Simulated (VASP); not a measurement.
# As (R-3m) in VASP: further runs

Runs on As. Level: LDA. Tasks: single point.

Everything below comes from runs of VASP 6.6.1. Logs are shortened: lines on timing, memory, paths and dates and some standing lists are left out, and cuts for length are marked.

## Step 1: The cell of the first run

Symmetry: R-3m, No. 166, trigonal system. Conventional cell: a = 3.760 Å, b = 3.760 Å, c = 9.983 Å, α = 90.00°, β = 90.00°, γ = 120.00°. As (site symmetry 3m) has 6 As at 2.52 to 2.99 Å within 3.3 Å.

## Step 2: Single point, LDA

INCAR reads:

```
SYSTEM = As
PREC = Accurate
ENCUT = 500
EDIFF = 1E-6
ISMEAR = 0
SIGMA = 1.0
LREAL = .False.
LASPH = .True.
NELM = 120
ALGO = Normal
ISIF = 2
LWAVE = .False.
LCHARG = .False.
GGA = CA
NBANDS = 12
GGA_COMPAT = .False.
```

KPOINTS reads:

```
regular mesh
0
Gamma
  10 10 10
  0 0 0
```

POSCAR reads:

```
As
1.0
    1.8799878575      1.0854114956      3.3276505507
   -1.8799878575      1.0854114956      3.3276505507
    0.0000000000     -2.1708229912      3.3276505507
As
2
Direct
    0.7695128170      0.7695128170      0.7695128170
    0.2304871830      0.2304871830      0.2304871830
```

Potentials or basis: VASP PAW LDA potentials, release 64 (As).

Launch:

```
> cat potpaw_LDA.64/As/POTCAR > POTCAR
> mpirun -np 1 vasp_std > vasp.out
```

OUTCAR:

```text
SYSTEM = As
   PREC = Accurate
   ENCUT = 500
   EDIFF = 1E-6
   ISMEAR = 0
   LREAL = .False.
   LASPH = .True.
   NELM = 120
   ISIF = 2
   GGA = CA

 ion  position               nearest neighbor table
   1  0.770  0.770  0.770-   2 2.52   2 2.52   2 2.52
   2  0.230  0.230  0.230-   1 2.52   1 2.52   1 2.52

  LATTYP: Found a trigonal (rhomboedric) cell.
 ALAT       =     3.9731260547
 COS(alpha) =     0.5522089635

  Lattice vectors:

 A1 = (   1.8799878575,   1.0854114956,   3.3276505507)
 A2 = (  -1.8799878575,   1.0854114956,   3.3276505507)
 A3 = (   0.0000000000,  -2.1708229912,   3.3276505507)

Analysis of symmetry for initial positions (statically):
=====================================================================
 Subroutine PRICEL returns:
 Original cell was already a primitive cell.

 Routine SETGRP: Setting up the symmetry group for a
 trigonal (rhombohedral) supercell.

 Subroutine GETGRP returns: Found 12 space group operations
 (whereof 12 operations were pure point group operations)
 out of a pool of 12 trial point group operations.

The static configuration has the point symmetry D_3d.

Analysis of symmetry for dynamics (positions and initial velocities):
=====================================================================
 Subroutine PRICEL returns:
 Original cell was already a primitive cell.

 Routine SETGRP: Setting up the symmetry group for a
 trigonal (rhombohedral) supercell.

 Subroutine GETGRP returns: Found 12 space group operations
 (whereof 12 operations were pure point group operations)
 out of a pool of 12 trial point group operations.

The dynamic configuration has the point symmetry D_3d.

 Subroutine INISYM returns: Found 12 space group operations
 (whereof 12 operations are pure point group operations),
 and found     1 'primitive' translations

----------------------------------------------------------------------------------------

                                     Primitive cell

  volume of cell :      40.7416

  direct lattice vectors                    reciprocal lattice vectors
     1.879987857  1.085411496  3.327650551     0.265959165  0.153551595  0.100170775
    -1.879987857  1.085411496  3.327650551    -0.265959165  0.153551595  0.100170775
     0.000000000 -2.170822991  3.327650551     0.000000000 -0.307103191  0.100170775

  length of vectors
     3.973126055  3.973126055  3.973126055     0.323027172  0.323027172  0.323027172

  position of ions in fractional coordinates (direct lattice)
     0.769512817  0.769512817  0.769512817
     0.230487183  0.230487183  0.230487183

  ion indices of the primitive-cell ions
   primitive index   ion index
                 1           1
[... 87 lines left out ...]
   EFERMI =   0.00;   METHOD = LEGACY
   ISMEAR =     0;   SIGMA  =   1.00  broadening in eV -4-tet -1-fermi 0-gaus
   EFERMI_NEDOS =   21; number of points for ismear=-14 and -15
   IALGO  =     38    algorithm
   IMIX   =      4    mixing-type and parameters
     AMIX     =   0.40;   BMIX     =  1.00
     AMIX_MAG =   1.60;   BMIX_MAG =  1.00
  volume/ion in A,a.u.               =      20.37       137.47
  Fermi-wavevector in a.u.,A,eV,Ry     =   1.025011  1.936991 14.294939  1.050648
  Thomas-Fermi vector in A             =   2.158829
   LORBIT       =      0    0 simple, 1 ext, 2 COOP (PROOUT), +10 PAW based schemes
   GGA     = CA    functional components
   LHFCALC =     F    Hartree Fock is set to
   AEXX    =    0.0000 exact exchange contribution
   IVDW    =     0    specifies the selected vdW correction
   LEPSILON=     F    determine dielectric tensor
   LRPA    =     F    only Hartree local field effects (RPA)
 non-spin polarized calculation
 Gauss-broadening in eV      SIGMA  =   1.00
  energy-cutoff  :      500.00
  volume of cell :       40.74
 maximum number of plane-waves:      1060
 NGX is ok and might be reduce to    30
   NGX = 15   NGY = 15   NGZ = 15

 number of electron      10.0000001 magnetization

 Free energy of the ion-electron system (eV)
  ---------------------------------------------------
  ext. energy  EPLUGINS =         0.00000000
  ---------------------------------------------------
  free energy    TOTEN  =       -10.88879952 eV

  energy without entropy =      -10.60704220  energy(sigma->0) =      -10.74792086

 E-fermi :   5.8972     XC(G=0): -10.4189

 val. band max:        5.7232297881   @ k =   0.5000  -0.0000   0.0000
 cond. band min:       5.9044058960   @ k =   0.4000   0.2000   0.2000
 fundamental gap:      0.1811761079
 Fermi energy:         5.8972178720

 k-point     1 :       0.0000    0.0000    0.0000
  band No.  band energies     occupation
      1      -9.3351      2.00000
      2       0.5176      2.00000
      3       3.6058      1.99881
      4       3.8844      1.99558
      5       3.8844      1.99558
      6       8.1496      0.00145
      7       9.1813      0.00000
      8       9.1813      0.00000
      9      12.4774      0.00000
     10      12.4774      0.00000
     11      12.9045      0.00000
     12      14.6013      0.00000
[... 331 lines left out ...]
 k-point    24 :       0.4000    0.3000    0.0000
  band No.  band energies     occupation
      1      -7.2848      2.00000
      2      -3.0035      2.00000
      3       0.6637      2.00000
      4       1.9448      2.00000
      5       2.4512      2.00000
      6       8.3054      0.00066
      7      10.6806      0.00000
      8      11.0044      0.00000
      9      11.5949      0.00000
     10      16.7346      0.00000
     11      17.0888      0.00000
     12      17.9316      0.00000

 [... further k-points ...]

------------------------ aborting loop because EDIFF is reached ----------------------------------------

  FORCE on cell =-STRESS in cart. coord.  units (eV):
  Direction    XX          YY          ZZ          XY          YZ          ZX
  --------------------------------------------------------------------------------------
  -------------------------------------------------------------------------------------
  Total        0.1582471      0.1582471      0.2408780      0.0000000      0.0000000      0.0000000
  in kB        6.2231153      6.2231153      9.4726016      0.0000000      0.0000000      0.0000000
  external PRESSURE =       7.3062774 kB  Pullay stress =       0.0000000 kB

 VOLUME and BASIS-vectors are now :
 -----------------------------------------------------------------------------
  energy-cutoff  :      500.00
  volume of cell :       40.74
      direct lattice vectors                 reciprocal lattice vectors
     1.879987857  1.085411496  3.327650551     0.265959165  0.153551595  0.100170775
    -1.879987857  1.085411496  3.327650551    -0.265959165  0.153551595  0.100170775
     0.000000000 -2.170822991  3.327650551     0.000000000 -0.307103191  0.100170775

 POSITION                                       TOTAL-FORCE (eV/Angst)
 -----------------------------------------------------------------------------------
      0.00000      0.00000      7.68201         0.000000     -0.000000     -0.234677
      0.00000      0.00000      2.30094         0.000000      0.000000      0.234677
 -----------------------------------------------------------------------------------
    total drift:                               -0.000000      0.000000      0.000000

  FREE ENERGIE OF THE ION-ELECTRON SYSTEM (eV)
  ---------------------------------------------------
  free  energy   TOTEN  =       -10.8887995175 eV

  energy  without entropy=      -10.6070421981  energy(sigma->0) =      -10.74792086
```

stdout:

```text
POSCAR found type information on POSCAR As
 POSCAR found :  1 types and       2 ions
 scaLAPACK will be used
 LDA part: xc-table for (Slater(with rela. corr.)+CA(PZ))
 , standard interpolation
 POSCAR, INCAR and KPOINTS ok, starting setup
 FFT: planning ... GRIDC
 FFT: planning ... GRID_SOFT
 FFT: planning ... GRID
 WAVECAR not read
 entering main loop
```

Run time: 68 s. Hardware: 1 thread of Intel Xeon 8259CL, shared host; peak memory 0.18 GiB.

What came out:

| Quantity | Value |
| --- | --- |
| Free energy | -10.8888 eV |
| Pressure | 0.7 GPa |
| Largest force | 0.235 eV/Å |
| Band gap on the k mesh | zero (band 5 reaches 5.96 eV, above the bottom of band 6 at 5.72 eV) |

Forces in eV/Å, atoms in the order of the input:
```
As   0.000  0.000 -0.235
As   0.000  0.000  0.235
```

Levels at points of the mesh, in eV from the Fermi level:
```tsv
k point	band 2	band 3	band 4	band 5	band 6	band 7	band 8	band 9
(0.00, 0.00, 0.00)	-5.38	-2.29	-2.01	-2.01	2.25	3.28	3.28	6.58
(0.50, 0.00, 0.00)	-11.32	-2.49	-2.28	-0.22	-0.17	0.36	0.96	9.59
(0.50, 0.50, 0.00)	-9.48	-6.37	-4.35	-4.29	1.63	5.94	6.91	7.98
(0.50, 0.50, 0.50)	-10.40	-1.64	-1.64	-0.57	0.43	0.43	1.69	8.65
```

## Step 3: Single point, LDA

INCAR reads:

```
SYSTEM = As
PREC = Accurate ; ENCUT = 500
EDIFF = 1E-6 ; ISMEAR = 1
SIGMA = 0.01 ; LREAL = .False.
LASPH = .True. ; NELM = 120
ALGO = Normal ; ISIF = 2
LWAVE = .False. ; LCHARG = .True.
LELF = .True. ; LVHAR = .True.
NBANDS = 12 ; GGA_COMPAT = .False.
```

KPOINTS is that of step 2.

POSCAR is that of step 2.

Potentials or basis: VASP PAW LDA potentials, release 64 (As).

Launch:

```
> cat potpaw_LDA.64/As/POTCAR > POTCAR
> mpirun -np 1 vasp_std > vasp.out
```

Run time: 70 s. Hardware: 1 thread of Intel Xeon 8259CL, shared host; peak memory 0.18 GiB.

It converged, with:

```
Free energy            : -10.7889 eV
Pressure               : 0.5 GPa
Largest force          : 0.061 eV/Å
Band gap on the k mesh : zero (band 5 reaches 5.96 eV, above the bottom of band 6 at 5.74 eV)
```

Forces on the atoms (eV/Å):
```
As   0.000  0.000 -0.061
As   0.000  0.000  0.061
```

Stress tensor (GPa, compression positive):
```
0.53 0.00 0.00
0.00 0.53 0.00
0.00 0.00 0.29
```

Levels at points of the mesh, in eV from the Fermi level:
```tsv
k point	band 1	band 2	band 3	band 4	band 5	band 6	band 7	band 8	band 9	band 10
(0.00, 0.00, 0.00)	-15.29	-5.44	-2.35	-2.08	-2.08	2.19	3.22	3.22	6.52	6.52
(0.50, 0.00, 0.00)	-12.38	-11.38	-2.56	-2.34	-0.29	-0.23	0.30	0.90	9.53	10.14
(0.50, 0.50, 0.00)	-12.32	-9.54	-6.43	-4.40	-4.35	1.57	5.88	6.85	7.92	10.88
(0.50, 0.50, 0.50)	-13.53	-10.46	-1.71	-1.71	-0.63	0.36	0.36	1.64	8.58	10.95
```

## Step 4: Single point, LDA

INCAR reads:

```
  PREC = Accurate
  ENCUT = 500
  EDIFF = 1E-6
  ISMEAR = 1
  SIGMA = 0.03
  LREAL = F
  LASPH = T
  NELM = 120
  ALGO = Normal
  ISIF = 2
  LWAVE = F
  LCHARG = F
  NBANDS = 12
  GGA_COMPAT = F
```

KPOINTS reads:

```
regular mesh
0
Gamma
  10 10 10
```

POSCAR is that of step 3.

Launch:

```
> cat potpaw_LDA.64/As/POTCAR > POTCAR
> mpirun -np 1 vasp_std > vasp.out
```

Run time: 69 s. Hardware: 1 thread of Intel Xeon 8259CL, shared host; peak memory 0.18 GiB.

It converged, with:

```yaml
Free_energy: -10.7889 eV
Pressure: 0.5 GPa
Largest_force: 0.060 eV/Å
Band_gap_on_the_k_mesh: zero (band 5 reaches 5.96 eV, above the bottom of band 6 at 5.74 eV)
```

Forces in eV/Å, atoms in the order of the input:
```
As   0.000  0.000 -0.060
As   0.000  0.000  0.060
```

Stress tensor (GPa, compression positive):
```
0.56 0.00 0.00
0.00 0.56 0.00
0.00 0.00 0.27
```

Levels at points of the mesh, in eV from the Fermi level:
```csv
k point,band 2,band 3,band 4,band 5,band 6,band 7,band 8,band 9
"(0.00, 0.00, 0.00)",-5.44,-2.35,-2.08,-2.08,2.18,3.22,3.22,6.51
"(0.50, 0.00, 0.00)",-11.39,-2.56,-2.35,-0.29,-0.23,0.30,0.90,9.52
"(0.50, 0.50, 0.00)",-9.54,-6.43,-4.41,-4.36,1.56,5.87,6.85,7.92
"(0.50, 0.50, 0.50)",-10.47,-1.71,-1.71,-0.64,0.36,0.36,1.64,8.58
```

## Step 5: Single point, LDA

INCAR reads:

```
PREC     = Accurate       # precision mode
ENCUT    = 520            # plane-wave cutoff, eV
EDIFF    = 1E-6           # SCF threshold, eV
ISMEAR   = -1             # smearing method
SIGMA    = 0.1            # smearing width, eV
LREAL    = False          # projectors in reciprocal space
LASPH    = True           # aspherical terms in the spheres
NELM     = 100            # most SCF steps
ALGO     = Normal         # electronic algorithm
ISIF     = 2              # what is computed and relaxed
LWAVE    = False          # write WAVECAR
LCHARG   = True           # write CHGCAR
GGA      = CA             # functional
LELF     = True           # ELF
LVHAR    = True         
NBANDS   = 12             # bands
```

KPOINTS reads:

```
Automatic mesh
0
Gamma
  17 17 17
```

POSCAR reads:

```
As
1.0
    1.8799878562      1.0854114949      3.3276505686
   -1.8799878562      1.0854114949      3.3276505686
    0.0000000000     -2.1708229897      3.3276505687
As
2
Direct
    0.7695128175      0.7695128175      0.7695128175
    0.2304871825      0.2304871825      0.2304871825
```

Launch:

```
> cat potpaw_LDA.64/As/POTCAR > POTCAR
> mpirun -np 1 vasp_std > vasp.out
```

It took 3.5 min on 1 thread of Intel Xeon Platinum 8259CL at 2.50GHz (Skylake/Cascade Lake), shared host; peak memory 0.3 GiB.

It converged, with:

```yaml
Free_energy: -10.7841 eV
Pressure: 0.5 GPa
Largest_force: 0.074 eV/Å
Band_gap_on_the_k_mesh: zero (band 5 reaches 6.20 eV, above the bottom of band 6 at 5.88 eV)
```

Forces in eV/Å, atoms in the order of the input:
```
As   0.000  0.000 -0.074
As   0.000  0.000  0.074
```

Stress tensor (GPa, compression positive):
```
0.52 0.00 0.00
0.00 0.52 0.00
0.00 0.00 0.43
```

Levels at points of the mesh, in eV from the Fermi level:
| k point | band 3 | band 4 | band 5 | band 6 | band 7 | band 8 |
| --- | --- | --- | --- | --- | --- | --- |
| (0.00, 0.00, 0.00) | -2.40 | -2.12 | -2.12 | 2.14 | 3.17 | 3.17 |

## Step 6: Overview

```tsv
k mesh	cutoff (eV)	smearing	gap on the mesh (eV)	pressure (GPa)	largest force (eV/Å)
10 × 10 × 10	500	gaussian 1 eV	none	0.7	0.23
10 × 10 × 10	500	methfessel-paxton 0.01 eV	none	0.5	0.06
10 × 10 × 10	500	methfessel-paxton 0.03 eV	none	0.5	0.06
17 × 17 × 17	520	fermi-dirac 0.1 eV	none	0.5	0.07
```

Alike in all rows: task single point; level LDA; potentials or basis VASP PAW LDA potentials, release 64 (As); no spin polarisation; cell as given.

Every run on the cell as given and a fine mesh finds a metal.

Total energies depend on the potentials used, so only differences within one code and one set of settings carry meaning.
